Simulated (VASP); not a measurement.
# TlBr (Pm-3m) in VASP: further runs, part 2 of 3

VASP 6.6.1. The steps go on from the part before.

## (3) Single point, PBE

File INCAR:

```
SYSTEM = TlBr
ALGO = Normal ; EDIFF = 1E-6
ENCUT = 500 ; GGA = PE
GGA_COMPAT = .FALSE. ; ISIF = 2
ISMEAR = 0 ; LASPH = .TRUE.
LCHARG = .TRUE. ; LELF = .TRUE.
LREAL = .FALSE. ; LVHAR = .TRUE.
LWAVE = .FALSE. ; NBANDS = 17
NELM = 120 ; PREC = Accurate
SIGMA = 0.01
```

File KPOINTS:

```
k-points
0
G
  6 6 6
  0 0 0
```

File POSCAR:

```
TlBr
1.0
    3.9461933153      0.0000000000      0.0000000000
    0.0000000000      3.9461933153      0.0000000000
    0.0000000000      0.0000000000      3.9461933153
Tl Br
1 1
Direct
    0.0000000000      0.0000000000      0.0000000000
    0.5000000000      0.5000000000      0.5000000000
```

Potentials or basis: VASP PAW PBE potentials, release 64 (Tl_d, Br).

The run is started by

```console
$ cat potpaw_PBE.64/Tl_d/POTCAR potpaw_PBE.64/Br/POTCAR > POTCAR
$ mpirun -np 1 vasp_std > vasp.out
```

OUTCAR:

```text
SYSTEM = TlBr
   EDIFF = 1E-6
   ENCUT = 500
   GGA = PE
   ISIF = 2
   ISMEAR = 0
   LASPH = .TRUE.
   LREAL = .FALSE.
   NELM = 120
   PREC = Accurate

 ion  position               nearest neighbor table
   1  0.000  0.000  0.000-   2 3.42   2 3.42   2 3.42   2 3.42   2 3.42   2 3.42   2 3.42   2 3.42

   2  0.500  0.500  0.500-   1 3.42   1 3.42   1 3.42   1 3.42   1 3.42   1 3.42   1 3.42   1 3.42

  LATTYP: Found a simple cubic cell.
 ALAT       =     3.9461933153

  Lattice vectors:

 A1 = (   3.9461933153,   0.0000000000,   0.0000000000)
 A2 = (   0.0000000000,   3.9461933153,   0.0000000000)
 A3 = (   0.0000000000,   0.0000000000,   3.9461933153)

Analysis of symmetry for initial positions (statically):
=====================================================================
 Subroutine PRICEL returns:
 Original cell was already a primitive cell.

 Routine SETGRP: Setting up the symmetry group for a
 simple cubic supercell.

 Subroutine GETGRP returns: Found 48 space group operations
 (whereof 48 operations were pure point group operations)
 out of a pool of 48 trial point group operations.

The static configuration has the point symmetry O_h .

Analysis of symmetry for dynamics (positions and initial velocities):
=====================================================================
 Subroutine PRICEL returns:
 Original cell was already a primitive cell.

 Routine SETGRP: Setting up the symmetry group for a
 simple cubic supercell.

 Subroutine GETGRP returns: Found 48 space group operations
 (whereof 48 operations were pure point group operations)
 out of a pool of 48 trial point group operations.

The dynamic configuration has the point symmetry O_h .

 Subroutine INISYM returns: Found 48 space group operations
 (whereof 48 operations are pure point group operations),
 and found     1 'primitive' translations

----------------------------------------------------------------------------------------

                                     Primitive cell

  volume of cell :      61.4519

  direct lattice vectors                    reciprocal lattice vectors
     3.946193315  0.000000000  0.000000000     0.253408771  0.000000000  0.000000000
     0.000000000  3.946193315  0.000000000     0.000000000  0.253408771  0.000000000
     0.000000000  0.000000000  3.946193315     0.000000000  0.000000000  0.253408771

  length of vectors
     3.946193315  3.946193315  3.946193315     0.253408771  0.253408771  0.253408771

  position of ions in fractional coordinates (direct lattice)
     0.000000000  0.000000000  0.000000000
     0.500000000  0.500000000  0.500000000

  ion indices of the primitive-cell ions
   primitive index   ion index
                 1           1
                 2           2

----------------------------------------------------------------------------------------

 KPOINTS: k-points

Automatic generation of k-mesh.
 Grid dimensions read from file:
 generate k-points for:    6    6    6

 Generating k-lattice:

  Cartesian coordinates                     Fractional coordinates (reciprocal lattice)
     0.042234795  0.000000000  0.000000000     0.166666667  0.000000000  0.000000000
     0.000000000  0.042234795  0.000000000     0.000000000  0.166666667  0.000000000
     0.000000000  0.000000000  0.042234795     0.000000000  0.000000000  0.166666667

  Length of vectors
     0.042234795  0.042234795  0.042234795

  Shift w.r.t. Gamma in fractional coordinates (k-lattice)
     0.000000000  0.000000000  0.000000000

 Subroutine IBZKPT returns following result:
 ===========================================

 Found     20 irreducible k-points:

 Following reciprocal coordinates:
            Coordinates               Weight
  0.000000  0.000000  0.000000      1.000000
  0.166667  0.000000  0.000000      6.000000
  0.333333  0.000000  0.000000      6.000000
  0.500000  0.000000  0.000000      3.000000
  0.166667  0.166667  0.000000     12.000000
  0.333333  0.166667  0.000000     24.000000
[... 12 lines left out ...]
  0.500000  0.500000  0.333333      6.000000
  0.500000  0.500000  0.500000      1.000000
   k-points           NKPTS =     20   k-points in BZ     NKDIM =     20   number of bands    NBANDS=     17
   number of dos      NEDOS =    301   number of ions     NIONS =      2
   total plane-waves  NPLWV =  27000
   dimension x,y,z NGX =    30 NGY =   30 NGZ =   30
   dimension x,y,z NGXF=    60 NGYF=   60 NGZF=   60
   ions per type =               1   1
   NGX,Y,Z   is equivalent  to a cutoff of  12.64, 12.64, 12.64 a.u.
   NGXF,Y,Z  is equivalent  to a cutoff of  25.28, 25.28, 25.28 a.u.
 SYSTEM =  TlBr
   PREC   = accura    normal or accurate (medium, high low for compatibility)
   ISTART =      0    job   : 0-new  1-cont  2-samecut
   ICHARG =      2    charge: 1-file 2-atom 10-const
   ISPIN  =      1    spin polarized calculation?
   LNONCOLLINEAR =      F non collinear calculations
   LSORBIT =      F    spin-orbit coupling
   LASPH  =      T    aspherical Exc in radial PAW
   ENCUT  =  500.0 eV  36.75 Ry    6.06 a.u.   7.19  7.19  7.19*2*pi/ulx,y,z
   NELM   =    120;   NELMIN=  2; NELMDL= -5     # of ELM steps
   EDIFF  = 0.1E-05   stopping-criterion for ELM
   LREAL  =      F    real-space projection
   EDIFFG = 0.1E-04   stopping-criterion for IOM
   NSW    =      0    number of steps for IOM
   IBRION =     -1    ionic relax: 0-MD 1-quasi-New 2-CG
   NFREE  =      0    steps in history (QN), initial steepest desc. (CG)
   ISIF   =      2    stress and relaxation
   ISYM   =      2    0-nonsym 1-usesym 2-fastsym
   POTIM  = 0.5000    time-step for ionic-motion
   TEBEG  =    0.0;   TEEND  =   0.0 temperature during run
   PSTRESS=    0.0 pullay stress
   NELECT =      20.0000    total number of electrons
   NUPDOWN=      -1.0000    fix difference up-down
   EMIN   =  10.00;   EMAX   =-10.00  energy-range for DOS
   EFERMI =   0.00;   METHOD = LEGACY
   ISMEAR =     0;   SIGMA  =   0.01  broadening in eV -4-tet -1-fermi 0-gaus
   EFERMI_NEDOS =   21; number of points for ismear=-14 and -15
   IALGO  =     38    algorithm
   IMIX   =      4    mixing-type and parameters
     AMIX     =   0.40;   BMIX     =  1.00
     AMIX_MAG =   1.60;   BMIX_MAG =  1.00
  volume/ion in A,a.u.               =      30.73       207.35
  Fermi-wavevector in a.u.,A,eV,Ry     =   1.126090  2.128002 17.253261  1.268079
  Thomas-Fermi vector in A             =   2.262770
   LORBIT       =      0    0 simple, 1 ext, 2 COOP (PROOUT), +10 PAW based schemes
   GGA     = PE    functional components
   LHFCALC =     F    Hartree Fock is set to
   AEXX    =    0.0000 exact exchange contribution
   IVDW    =     0    specifies the selected vdW correction
   LEPSILON=     F    determine dielectric tensor
   LRPA    =     F    only Hartree local field effects (RPA)
 non-spin polarized calculation
 Gauss-broadening in eV      SIGMA  =   0.01
  energy-cutoff  :      500.00
  volume of cell :       61.45
 maximum number of plane-waves:      1596
 NGX is ok and might be reduce to    30
   NGX = 15   NGY = 15   NGZ = 15

 number of electron      20.0000001 magnetization

 Free energy of the ion-electron system (eV)
  ---------------------------------------------------
  ext. energy  EPLUGINS =         0.00000000
  ---------------------------------------------------
  free energy    TOTEN  =        -5.51636225 eV

  energy without entropy =       -5.51636225  energy(sigma->0) =       -5.51636225

 E-fermi :   2.7487     XC(G=0):  -9.0915

 val. band max:        2.6660229916   @ k =   0.5000   0.0000   0.0000
 cond. band min:       4.4568611887   @ k =   0.5000   0.0000   0.0000
 fundamental gap:      1.7908381970
 Fermi energy:         2.7487172978

 k-point     1 :       0.0000    0.0000    0.0000
  band No.  band energies     occupation
      1     -11.2273      2.00000
      2      -7.4971      2.00000
      3      -7.4971      2.00000
      4      -7.3067      2.00000
      5      -7.3067      2.00000
      6      -7.3067      2.00000
[... 9 lines left out ...]
     16      14.0594      0.00000
     17      16.1398      0.00000
[... 361 lines left out ...]
 k-point    20 :       0.5000    0.5000    0.5000
  band No.  band energies     occupation
      1     -10.6441      2.00000
      2      -7.4561      2.00000
      3      -7.4561      2.00000
      4      -7.4561      2.00000
      5      -7.2464      2.00000
      6      -7.2464      2.00000
[... 9 lines left out ...]
     16      15.6375      0.00000
     17      19.0989      0.00000

------------------------ aborting loop because EDIFF is reached ----------------------------------------

  FORCE on cell =-STRESS in cart. coord.  units (eV):
  Direction    XX          YY          ZZ          XY          YZ          ZX
  --------------------------------------------------------------------------------------
  -------------------------------------------------------------------------------------
  Total        0.7318816      0.7318816      0.7318816     -0.0000000     -0.0000000      0.0000000
  in kB       19.0816678     19.0816678     19.0816678     -0.0000000     -0.0000000      0.0000000
  external PRESSURE =      19.0816678 kB  Pullay stress =       0.0000000 kB

 VOLUME and BASIS-vectors are now :
 -----------------------------------------------------------------------------
  energy-cutoff  :      500.00
  volume of cell :       61.45
      direct lattice vectors                 reciprocal lattice vectors
     3.946193315  0.000000000  0.000000000     0.253408771  0.000000000  0.000000000
     0.000000000  3.946193315  0.000000000     0.000000000  0.253408771  0.000000000
     0.000000000  0.000000000  3.946193315     0.000000000  0.000000000  0.253408771

 POSITION                                       TOTAL-FORCE (eV/Angst)
 -----------------------------------------------------------------------------------
      0.00000      0.00000      0.00000         0.000000      0.000000      0.000000
      1.97310      1.97310      1.97310         0.000000      0.000000      0.000000
 -----------------------------------------------------------------------------------
    total drift:                               -0.000000     -0.000000     -0.000000

  FREE ENERGIE OF THE ION-ELECTRON SYSTEM (eV)
  ---------------------------------------------------
  free  energy   TOTEN  =        -5.5163622521 eV

  energy  without entropy=       -5.5163622521  energy(sigma->0) =       -5.51636225
```

stdout:

```text
POSCAR found type information on POSCAR TlBr
 POSCAR found :  2 types and       2 ions
 scaLAPACK will be used
 LDA part: xc-table for (Slater+PW92), standard interpolation
 POSCAR, INCAR and KPOINTS ok, starting setup
 FFT: planning ... GRIDC
 FFT: planning ... GRID_SOFT
 FFT: planning ... GRID
 WAVECAR not read
 entering main loop
```

Wall time 33 s (1 thread of AMD EPYC 7R13, shared host); peak memory 0.15 GiB.

Results:

* Free energy: -5.5164 eV
* Pressure: 1.9 GPa
* Band gap on the k mesh: 1.79 eV

Levels at points of the mesh, in eV from the valence-band top:
```
           k point  band 8  band 9  band 10  band 11  band 12  band 13
(0.00, 0.00, 0.00)   -1.42   -1.42    -1.42     6.94     6.94     7.31
(0.50, 0.00, 0.00)   -0.89   -0.89     0.00     1.79     5.76     5.76
(0.50, 0.50, 0.00)   -3.11   -3.11    -0.81     4.89     4.89     7.46
(0.50, 0.50, 0.50)   -2.05   -2.05    -2.05     2.03     2.03     2.03
```

Caveat: spin-orbit coupling is left out, which moves the levels of the heavy elements.

## (4) Single point, r2SCAN

POSCAR is that of step 3.

File INCAR.step1:

```
SYSTEM = TlBr
ALGO = Normal ; EDIFF = 1E-5
ENCUT = 550 ; GGA = PE
GGA_COMPAT = .False. ; ISMEAR = 0
LASPH = .True. ; LCHARG = .False.
LREAL = .False. ; LWAVE = .True.
NBANDS = 17 ; NELM = 120
PREC = Accurate ; SIGMA = 0.01
```

File INCAR.step2:

```
SYSTEM = TlBr
ALGO = Normal ; EDIFF = 1E-6
ENCUT = 550 ; GGA_COMPAT = .False.
ISIF = 2 ; ISMEAR = 0
ISTART = 1 ; LASPH = .True.
LCHARG = .True. ; LELF = .True.
LMIXTAU = .True. ; LREAL = .False.
LVHAR = .True. ; LWAVE = .False.
METAGGA = R2SCAN ; NBANDS = 17
NELM = 120 ; PREC = Accurate
SIGMA = 0.01
```

File KPOINTS:

```
k-points
0
Gamma
  6 6 6
  0 0 0
```

The run is started by

```console
$ cat potpaw_PBE.64/Tl_d/POTCAR potpaw_PBE.64/Br/POTCAR > POTCAR
$ cp INCAR.step1 INCAR
$ mpirun -np 1 vasp_std > vasp.out
$ cp INCAR.step2 INCAR
$ mpirun -np 1 vasp_std > vasp.out
```

It took 2.8 min on 1 thread of AMD EPYC 7R13, shared host; peak memory 0.15 GiB.

The run converged. Its results:

* Free energy: -68.3735 eV
* Pressure: 1.0 GPa
* Band gap on the k mesh: 2.24 eV

Levels at points of the mesh, in eV from the valence-band top:
```
           k point  band 6  band 7  band 8  band 9  band 10  band 11  band 12  band 13  band 14  band 15
(0.00, 0.00, 0.00)  -10.32   -4.66   -1.48   -1.48    -1.48     7.48     7.48     7.82     7.82     7.82
(0.50, 0.00, 0.00)  -10.32   -5.76   -0.96   -0.96     0.00     2.24     6.22     6.22     8.49    11.10
(0.50, 0.50, 0.00)  -10.27   -3.78   -3.16   -3.16    -0.88     5.30     5.30     7.96     8.33    11.02
(0.50, 0.50, 0.50)  -10.27   -2.73   -2.13   -2.13    -2.13     2.41     2.41     2.41    13.90    13.90
```

Caveat: the PAW data sets were made with another functional, which shifts forces and pressure a little; spin-orbit coupling is left out, which moves the levels of the heavy elements.

## (5) Single point, r2SCAN

POSCAR is that of step 4.

File INCAR.step1:

```
PREC     = Accurate       # precision mode
ENCUT    = 550            # plane-wave cutoff, eV
ISMEAR   = 0              # smearing method
SIGMA    = 0.01           # smearing width, eV
LREAL    = False          # projectors in reciprocal space
LASPH    = True           # aspherical terms in the spheres
NELM     = 120            # most SCF steps
NBANDS   = 17             # bands
GGA      = PE             # functional
ALGO     = Normal         # electronic algorithm
EDIFF    = 1E-5           # SCF threshold, eV
LWAVE    = True           # write WAVECAR
LCHARG   = False          # write CHGCAR
GGA_COMPAT= False
```

File INCAR.step2:

```
PREC     = Accurate       # precision mode
ENCUT    = 550            # plane-wave cutoff, eV
EDIFF    = 1E-6           # SCF threshold, eV
ISMEAR   = 0              # smearing method
SIGMA    = 0.01           # smearing width, eV
LREAL    = False          # projectors in reciprocal space
LASPH    = True           # aspherical terms in the spheres
NELM     = 120            # most SCF steps
ALGO     = Normal         # electronic algorithm
ISIF     = 2              # what is computed and relaxed
LWAVE    = False          # write WAVECAR
LCHARG   = True           # write CHGCAR
METAGGA  = R2SCAN         # meta-GGA
LMIXTAU  = True         
LELF     = True           # ELF
LVHAR    = True         
NBANDS   = 17             # bands
ISTART   = 1            
GGA_COMPAT= False
```

File KPOINTS:

```
Automatic mesh
0
Gamma
  6 6 6
```

The run is started by

```console
$ cat potpaw_PBE.64/Tl_d/POTCAR potpaw_PBE.64/Br/POTCAR > POTCAR
$ cp INCAR.step1 INCAR
$ mpirun -np 1 vasp_std > vasp.out
$ cp INCAR.step2 INCAR
$ mpirun -np 1 vasp_std > vasp.out
```

It took 2.7 min on 1 thread of AMD EPYC 7R13, shared host; peak memory 0.15 GiB.

The run converged. Its results:

```yaml
Free_energy: -68.3735 eV
Pressure: 1.0 GPa
Band_gap_on_the_k_mesh: 2.24 eV
```

Levels at points of the mesh, in eV from the valence-band top:
```
           k point  band 7  band 8  band 9  band 10  band 11  band 12  band 13  band 14
(0.00, 0.00, 0.00)   -4.66   -1.48   -1.48    -1.48     7.48     7.48     7.82     7.82
(0.50, 0.00, 0.00)   -5.76   -0.96   -0.96     0.00     2.24     6.22     6.22     8.49
(0.50, 0.50, 0.00)   -3.78   -3.16   -3.16    -0.88     5.30     5.30     7.96     8.33
(0.50, 0.50, 0.50)   -2.73   -2.13   -2.13    -2.13     2.41     2.41     2.41    13.90
```

Caveat: the PAW data sets were made with another functional, which shifts forces and pressure a little; spin-orbit coupling is left out, which moves the levels of the heavy elements. A k mesh can miss the band edges.

[end of part 2 of 3]
